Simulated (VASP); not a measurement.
# Sn in VASP: further runs, part 2 of 2

VASP 6.6.1. The steps go on from the part before.

## 4. Electric field gradients, r2SCAN (volume scaled by 0.95)

File POSCAR:

```
Sn
1.0
   -1.8625328716      1.8625328716      1.8625328716
    1.8625328716     -1.8625328716      1.8625328716
    1.8625328716      1.8625328716     -1.8625328716
Sn
1
Direct
    0.0000000000      0.0000000000      0.0000000000
```

File INCAR.step1:

```
SYSTEM = Sn
ALGO = Normal ; EDIFF = 1E-4
ENCUT = 520 ; GGA = PE
ISMEAR = -1 ; LASPH = .True.
LCHARG = .False. ; LREAL = .False.
LWAVE = .True. ; NBANDS = 13
NELM = 100 ; PREC = Accurate
SIGMA = 0.08
```

File INCAR.step2:

```
SYSTEM = Sn
ALGO = Normal ; EDIFF = 1E-8
ENCUT = 520 ; ISIF = 2
ISMEAR = -1 ; ISTART = 1
LASPH = .True. ; LCHARG = .False.
LEFG = .True. ; LMIXTAU = .True.
LREAL = .False. ; LWAVE = .False.
METAGGA = R2SCAN ; NBANDS = 13
NELM = 100 ; PREC = Accurate
SIGMA = 0.08
```

File KPOINTS:

```
k-points
0
Gamma
  14 14 14
  0 0 0
```

Potentials or basis: VASP PAW PBE potentials, release 64 (Sn_d).

Run with:

```bash
$ cat potpaw_PBE.64/Sn_d/POTCAR > POTCAR
$ cp INCAR.step1 INCAR
$ mpirun -np 1 vasp_std > vasp.out
$ cp INCAR.step2 INCAR
$ mpirun -np 1 vasp_std > vasp.out
```

OUTCAR:

```text
SYSTEM = Sn
   EDIFF = 1E-8
   ENCUT = 520
   ISIF = 2
   ISMEAR = -1
   ISTART = 1
   LASPH = .True.
   LREAL = .False.
   METAGGA = R2SCAN
   NELM = 100
   PREC = Accurate

 ion  position               nearest neighbor table
   1  0.000  0.000  0.000-

  LATTYP: Found a body centered cubic cell.
 ALAT       =     3.7250657432

  Lattice vectors:

 A1 = (  -1.8625328716,   1.8625328716,   1.8625328716)
 A2 = (   1.8625328716,  -1.8625328716,   1.8625328716)
 A3 = (   1.8625328716,   1.8625328716,  -1.8625328716)

Analysis of symmetry for initial positions (statically):
=====================================================================
 Subroutine PRICEL returns:
 Original cell was already a primitive cell.

 Routine SETGRP: Setting up the symmetry group for a
 body centered cubic supercell.

 Subroutine GETGRP returns: Found 48 space group operations
 (whereof 48 operations were pure point group operations)
[... 565 lines left out ...]
 -----------------------------------------------------------------------------
  energy-cutoff  :      520.00
  volume of cell :       25.84
      direct lattice vectors                 reciprocal lattice vectors
    -1.862532872  1.862532872  1.862532872     0.000000000  0.268451638  0.268451638
     1.862532872 -1.862532872  1.862532872     0.268451638  0.000000000  0.268451638
     1.862532872  1.862532872 -1.862532872     0.268451638  0.268451638  0.000000000

 POSITION                                       TOTAL-FORCE (eV/Angst)
 -----------------------------------------------------------------------------------
      0.00000      0.00000      0.00000        -0.000000      0.000000      0.000000
 -----------------------------------------------------------------------------------
    total drift:                               -0.000000      0.000000      0.000000

  FREE ENERGIE OF THE ION-ELECTRON SYSTEM (eV)
  ---------------------------------------------------
  free  energy   TOTEN  =       -24.5027410561 eV

  energy  without entropy=      -24.4933049040  energy(sigma->0) =      -24.49802298

 Electric field gradients (V/A^2)
---------------------------------------------------------------------
 ion       V_xx      V_yy      V_zz      V_xy      V_xz      V_yz
---------------------------------------------------------------------
   1      -0.000    -0.000     0.000    -0.002    -0.002    -0.002
---------------------------------------------------------------------

 Electric field gradients after diagonalization (V/A^2)
 (convention: |V_zz| > |V_xx| > |V_yy|)
----------------------------------------------------------------------
 ion       V_xx      V_yy      V_zz     asymmetry (V_yy - V_xx)/ V_zz
----------------------------------------------------------------------
   1       0.002     0.002    -0.004       0.000
----------------------------------------------------------------------

           NMR quadrupolar parameters

 Cq : quadrupolar parameter    Cq=e*Q*V_zz/h
 eta: asymmetry parameters     (V_yy - V_xx)/ V_zz
 Q  : nuclear electric quadrupole moment in mb (millibarn)
----------------------------------------------------------------------
 ion       Cq(MHz)       eta       Q (mb)
----------------------------------------------------------------------
   1      -0.000       0.000       1.000
----------------------------------------------------------------------
```

OUTCAR.step1:

```text
SYSTEM = Sn
   EDIFF = 1E-4
   ENCUT = 520
   GGA = PE
   ISMEAR = -1
   LASPH = .True.
   LREAL = .False.
[... 599 lines left out ...]
 -----------------------------------------------------------------------------------
      0.00000      0.00000      0.00000        -0.000000     -0.000000     -0.000000
 -----------------------------------------------------------------------------------
    total drift:                                0.000000      0.000000     -0.000000

  FREE ENERGIE OF THE ION-ELECTRON SYSTEM (eV)
  ---------------------------------------------------
  free  energy   TOTEN  =        -3.7653748925 eV

  energy  without entropy=       -3.7558363142  energy(sigma->0) =       -3.76060560
```

OSZICAR.step1:

```text
N       E                     dE             d eps       ncg     rms          rms(c)
DAV:   1     0.801756247561E+02    0.80176E+02   -0.71402E+03  2775   0.162E+03
DAV:   2     0.176562049607E+01   -0.78410E+02   -0.76053E+02  2834   0.338E+02
DAV:   3    -0.366705060652E+01   -0.54327E+01   -0.54137E+01  3307   0.725E+01
DAV:   4    -0.377687981095E+01   -0.10983E+00   -0.10981E+00  3112   0.109E+01
DAV:   5    -0.378042851341E+01   -0.35487E-02   -0.35486E-02  3485   0.194E+00    0.146E+00
DAV:   6    -0.376937574604E+01    0.11053E-01   -0.10853E-02  3390   0.184E+00    0.807E-01
DAV:   7    -0.376553412244E+01    0.38416E-02   -0.71418E-03  3397   0.144E+00    0.106E-01
DAV:   8    -0.376537628697E+01    0.15784E-03   -0.71398E-04  3314   0.449E-01    0.245E-02
DAV:   9    -0.376537489249E+01    0.13945E-05   -0.97584E-06  1817   0.437E-02
   1 F= -.37653749E+01 E0= -.37606056E+01  d E =-.953858E-02
```

It took 77 s on 1 thread of Intel Xeon 6975P-C, shared host; peak memory 0.16 GiB.

What came out:

```
Free energy            : -24.5027 eV
Pressure               : 2.3 GPa
Band gap on the k mesh : zero (band 7 reaches 17.61 eV, above the bottom of band 8 at 5.91 eV)
```

Caveat: without QUAD_EFG the Cq values of the log hold for a quadrupole moment of 1 mb, not for the nuclei; the PAW data sets were made with another functional, which shifts forces and pressure a little; spin-orbit coupling is left out, which moves the levels of the heavy elements.

## 5. Electric field gradients, r2SCAN (volume scaled by 0.975)

File POSCAR:

```
Sn
1.0
   -1.8787296226      1.8787296226      1.8787296226
    1.8787296226     -1.8787296226      1.8787296226
    1.8787296226      1.8787296226     -1.8787296226
Sn
1
Direct
    0.0000000000      0.0000000000      0.0000000000
```

File INCAR.step1:

```
PREC = Accurate
ENCUT = 520
ISMEAR = -1
SIGMA = 0.08
LREAL = False
LASPH = True
NELM = 80
NBANDS = 13
GGA = PE
ALGO = Normal
EDIFF = 1E-4
LWAVE = True
LCHARG = False
```

File INCAR.step2:

```
PREC = Accurate
ENCUT = 520
EDIFF = 1E-8
ISMEAR = -1
SIGMA = 0.08
LREAL = False
LASPH = True
NELM = 80
ALGO = Normal
ISIF = 2
LWAVE = False
LCHARG = False
METAGGA = R2SCAN
LMIXTAU = True
LEFG = True
NBANDS = 13
ISTART = 1
```

File KPOINTS:

```
Automatic mesh
0
Gamma
  14 14 14
```

Potentials or basis: VASP PAW PBE potentials, release 64 (Sn_d).

Run with:

```bash
$ cat potpaw_PBE.64/Sn_d/POTCAR > POTCAR
$ cp INCAR.step1 INCAR
$ mpirun -np 1 vasp_std > vasp.out
$ cp INCAR.step2 INCAR
$ mpirun -np 1 vasp_std > vasp.out
```

OUTCAR:

```text
PREC = Accurate
   ENCUT = 520
   EDIFF = 1E-8
   ISMEAR = -1
   LREAL = False
   LASPH = True
   NELM = 80
   ISIF = 2
   METAGGA = R2SCAN
   ISTART = 1

 ion  position               nearest neighbor table
   1  0.000  0.000  0.000-

  LATTYP: Found a body centered cubic cell.
 ALAT       =     3.7574592452

  Lattice vectors:

 A1 = (  -1.8787296226,   1.8787296226,   1.8787296226)
 A2 = (   1.8787296226,  -1.8787296226,   1.8787296226)
 A3 = (   1.8787296226,   1.8787296226,  -1.8787296226)

Analysis of symmetry for initial positions (statically):
=====================================================================
 Subroutine PRICEL returns:
 Original cell was already a primitive cell.

 Routine SETGRP: Setting up the symmetry group for a
 body centered cubic supercell.

 Subroutine GETGRP returns: Found 48 space group operations
 (whereof 48 operations were pure point group operations)
 out of a pool of 48 trial point group operations.

The static configuration has the point symmetry O_h .

Analysis of symmetry for dynamics (positions and initial velocities):
=====================================================================
 Subroutine PRICEL returns:
 Original cell was already a primitive cell.

 Routine SETGRP: Setting up the symmetry group for a
 body centered cubic supercell.

 Subroutine GETGRP returns: Found 48 space group operations
 (whereof 48 operations were pure point group operations)
 out of a pool of 48 trial point group operations.

The dynamic configuration has the point symmetry O_h .

 Subroutine INISYM returns: Found 48 space group operations
 (whereof 48 operations are pure point group operations),
 and found     1 'primitive' translations

----------------------------------------------------------------------------------------

                                     Primitive cell

  volume of cell :      26.5248

  direct lattice vectors                    reciprocal lattice vectors
    -1.878729623  1.878729623  1.878729623     0.000000000  0.266137284  0.266137284
     1.878729623 -1.878729623  1.878729623     0.266137284  0.000000000  0.266137284
     1.878729623  1.878729623 -1.878729623     0.266137284  0.266137284  0.000000000

  length of vectors
     3.254055160  3.254055160  3.254055160     0.376374957  0.376374957  0.376374957

  position of ions in fractional coordinates (direct lattice)
     0.000000000  0.000000000  0.000000000

  ion indices of the primitive-cell ions
   primitive index   ion index
                 1           1

----------------------------------------------------------------------------------------

 KPOINTS: Automatic mesh

Automatic generation of k-mesh.
 Grid dimensions read from file:
 generate k-points for:   14   14   14

 Generating k-lattice:

  Cartesian coordinates                     Fractional coordinates (reciprocal lattice)
     0.000000000  0.019009806  0.019009806     0.071428571  0.000000000  0.000000000
     0.019009806  0.000000000  0.019009806     0.000000000  0.071428571  0.000000000
     0.019009806  0.019009806  0.000000000     0.000000000  0.000000000  0.071428571

[... 66 lines left out ...]
   PSTRESS=    0.0 pullay stress
   NELECT =      14.0000    total number of electrons
   NUPDOWN=      -1.0000    fix difference up-down
   EMIN   =  10.00;   EMAX   =-10.00  energy-range for DOS
   EFERMI =   0.00;   METHOD = LEGACY
   ISMEAR =    -1;   SIGMA  =   0.08  broadening in eV -4-tet -1-fermi 0-gaus
   EFERMI_NEDOS =   21; number of points for ismear=-14 and -15
   IALGO  =     38    algorithm
   IMIX   =      4    mixing-type and parameters
     AMIX     =   0.40;   BMIX     =  1.00
     AMIX_MAG =   1.60;   BMIX_MAG =  1.00
  volume/ion in A,a.u.               =      26.52       179.00
  Fermi-wavevector in a.u.,A,eV,Ry     =   1.323020  2.500146 23.815409  1.750383
  Thomas-Fermi vector in A             =   2.452659
   LORBIT       =      0    0 simple, 1 ext, 2 COOP (PROOUT), +10 PAW based schemes
   METAGGA = R2SCAN    functional components
   LHFCALC =     F    Hartree Fock is set to
   AEXX    =    0.0000 exact exchange contribution
   IVDW    =     0    specifies the selected vdW correction
   LEPSILON=     F    determine dielectric tensor
   LRPA    =     F    only Hartree local field effects (RPA)
 non-spin polarized calculation
  energy-cutoff  :      520.00
  volume of cell :       26.52
 maximum number of plane-waves:       727
   NGX = 13   NGY = 13   NGZ = 13

 number of electron      13.9999990 magnetization

 Free energy of the ion-electron system (eV)
  ---------------------------------------------------
  ext. energy  EPLUGINS =         0.00000000
  ---------------------------------------------------
  free energy    TOTEN  =       -24.50974856 eV

  energy without entropy =      -24.50020495  energy(sigma->0) =      -24.50497675

 E-fermi :   8.3217     XC(G=0): -11.3966

 val. band max:        8.2987999925   @ k =  -0.2857   0.3571   0.1429
 cond. band min:       8.3354725885   @ k =  -0.3571   0.4286   0.2857
 fundamental gap:      0.0366725960
 Fermi energy:         8.3216918780

 k-point     1 :       0.0000    0.0000    0.0000
  band No.  band energies     occupation
      1     -13.9525      2.00000
      2     -13.9524      2.00000
      3     -13.9524      2.00000
      4     -13.7883      2.00000
      5     -13.7883      2.00000
      6      -3.5080      2.00000
      7      17.0128      0.00000
      8      17.0128      0.00000
      9      17.0129      0.00000
     10      21.2891      0.00000
     11      21.2891      0.00000
     12      21.2891      0.00000
     13      21.7464      0.00000
[... 354 lines left out ...]
  band No.  band energies     occupation
      1     -13.9691      2.00000
      2     -13.8622      2.00000
      3     -13.8337      2.00000
      4     -13.7860      2.00000
      5     -13.7587      2.00000
      6       2.6729      2.00000
      7       5.0808      2.00000
      8       6.4309      2.00000
      9      12.7313      0.00000
     10      20.0075      0.00000
     11      21.4388      0.00000
     12      21.9962      0.00000
     13      26.2889      0.00000

 [... further k-points ...]
[... 5 lines left out ...]
  --------------------------------------------------------------------------------------
  -------------------------------------------------------------------------------------
  Total        0.1332819      0.1332819      0.1332819     -0.0000000     -0.0000000      0.0000000
  in kB        8.0506108      8.0506108      8.0506108     -0.0000000     -0.0000000      0.0000000
  external PRESSURE =       8.0506108 kB  Pullay stress =       0.0000000 kB

 VOLUME and BASIS-vectors are now :
 -----------------------------------------------------------------------------
  energy-cutoff  :      520.00
  volume of cell :       26.52
      direct lattice vectors                 reciprocal lattice vectors
    -1.878729623  1.878729623  1.878729623     0.000000000  0.266137284  0.266137284
     1.878729623 -1.878729623  1.878729623     0.266137284  0.000000000  0.266137284
     1.878729623  1.878729623 -1.878729623     0.266137284  0.266137284  0.000000000

 POSITION                                       TOTAL-FORCE (eV/Angst)
 -----------------------------------------------------------------------------------
      0.00000      0.00000      0.00000         0.000000      0.000000     -0.000000
 -----------------------------------------------------------------------------------
    total drift:                               -0.000000      0.000000      0.000000

  FREE ENERGIE OF THE ION-ELECTRON SYSTEM (eV)
  ---------------------------------------------------
  free  energy   TOTEN  =       -24.5097485624 eV

  energy  without entropy=      -24.5002049469  energy(sigma->0) =      -24.50497675

 Electric field gradients (V/A^2)
---------------------------------------------------------------------
 ion       V_xx      V_yy      V_zz      V_xy      V_xz      V_yz
---------------------------------------------------------------------
   1      -0.000     0.000     0.000    -0.002    -0.002    -0.002
---------------------------------------------------------------------

 Electric field gradients after diagonalization (V/A^2)
 (convention: |V_zz| > |V_xx| > |V_yy|)
----------------------------------------------------------------------
 ion       V_xx      V_yy      V_zz     asymmetry (V_yy - V_xx)/ V_zz
----------------------------------------------------------------------
   1       0.002     0.002    -0.004       0.000
----------------------------------------------------------------------

           NMR quadrupolar parameters

 Cq : quadrupolar parameter    Cq=e*Q*V_zz/h
 eta: asymmetry parameters     (V_yy - V_xx)/ V_zz
 Q  : nuclear electric quadrupole moment in mb (millibarn)
----------------------------------------------------------------------
 ion       Cq(MHz)       eta       Q (mb)
----------------------------------------------------------------------
   1      -0.000       0.000       1.000
----------------------------------------------------------------------
```

OUTCAR.step1:

```text
PREC = Accurate
   ENCUT = 520
   ISMEAR = -1
   LREAL = False
   LASPH = True
   NELM = 80
[... 598 lines left out ...]
 POSITION                                       TOTAL-FORCE (eV/Angst)
 -----------------------------------------------------------------------------------
      0.00000      0.00000      0.00000         0.000000     -0.000000      0.000000
 -----------------------------------------------------------------------------------
    total drift:                                0.000000      0.000000      0.000000

  FREE ENERGIE OF THE ION-ELECTRON SYSTEM (eV)
  ---------------------------------------------------
  free  energy   TOTEN  =        -3.7777802100 eV

  energy  without entropy=       -3.7682924980  energy(sigma->0) =       -3.77303635
```

OSZICAR.step1:

```text
N       E                     dE             d eps       ncg     rms          rms(c)
DAV:   1     0.790754095436E+02    0.79075E+02   -0.70601E+03  2790   0.163E+03
DAV:   2     0.155359722213E+01   -0.77522E+02   -0.74874E+02  2854   0.331E+02
DAV:   3    -0.368587459262E+01   -0.52395E+01   -0.52246E+01  3330   0.716E+01
DAV:   4    -0.378826085558E+01   -0.10239E+00   -0.10237E+00  3112   0.106E+01
DAV:   5    -0.379182009803E+01   -0.35592E-02   -0.35592E-02  3620   0.193E+00    0.139E+00
DAV:   6    -0.378140498953E+01    0.10415E-01   -0.10534E-02  3384   0.180E+00    0.769E-01
DAV:   7    -0.377792309625E+01    0.34819E-02   -0.69240E-03  3382   0.139E+00    0.103E-01
DAV:   8    -0.377778006043E+01    0.14304E-03   -0.66393E-04  3329   0.431E-01    0.228E-02
DAV:   9    -0.377778020999E+01   -0.14956E-06   -0.88822E-06  1787   0.424E-02
   1 F= -.37777802E+01 E0= -.37730364E+01  d E =-.948771E-02
```

Run time: 67 s. Hardware: 1 thread of Intel Xeon 6975P-C, shared host; peak memory 0.17 GiB.

What came out:

* Free energy: -24.5097 eV
* Pressure: 0.8 GPa
* Band gap on the k mesh: zero (band 7 reaches 17.01 eV, above the bottom of band 8 at 5.68 eV)

Levels at points of the mesh, in eV from the Fermi level:
```
           k point  band 5  band 6  band 7  band 8  band 9  band 10
(0.00, 0.00, 0.00)  -22.11  -11.83    8.69    8.69    8.69    12.97
(0.50, 0.00, 0.00)  -22.01   -6.66   -4.81    3.85    5.96     8.72
(0.50, 0.50, 0.50)  -22.04   -2.16   -0.61   -0.61   -0.61     4.17
```

Caveat: without QUAD_EFG the Cq values of the log hold for a quadrupole moment of 1 mb, not for the nuclei; the PAW data sets were made with another functional, which shifts forces and pressure a little; spin-orbit coupling is left out, which moves the levels of the heavy elements.

## 6. Summary

| cell | gap on the mesh (eV) | pressure (GPa) |
| --- | --- | --- |
| a = 3.265, b = 3.265, c = 3.298 Å, angles 109.5, 109.5, 109.1°, 1 atom | none | -0.5 |
| a = 3.304, b = 3.304, c = 3.260 Å, angles 109.5, 109.5, 110.0°, 1 atom | none | -0.5 |
| a = 3.226 Å, angles 109.5°, 1 atom | none | 2.3 |
| a = 3.254 Å, angles 109.5°, 1 atom | none | 0.8 |

Alike in all rows: task electric field gradients; level r2SCAN; potentials or basis VASP PAW PBE potentials, release 64 (Sn_d); no spin polarisation; k mesh 14 × 14 × 14; cutoff (eV) 520; smearing fermi-dirac 0.08 eV.

Caveats: the PAW data sets were made with another functional, which shifts forces and pressure a little; spin-orbit coupling is left out, which moves the levels of the heavy elements.

Total energies depend on the potentials used, so only differences within one code and one set of settings carry meaning.
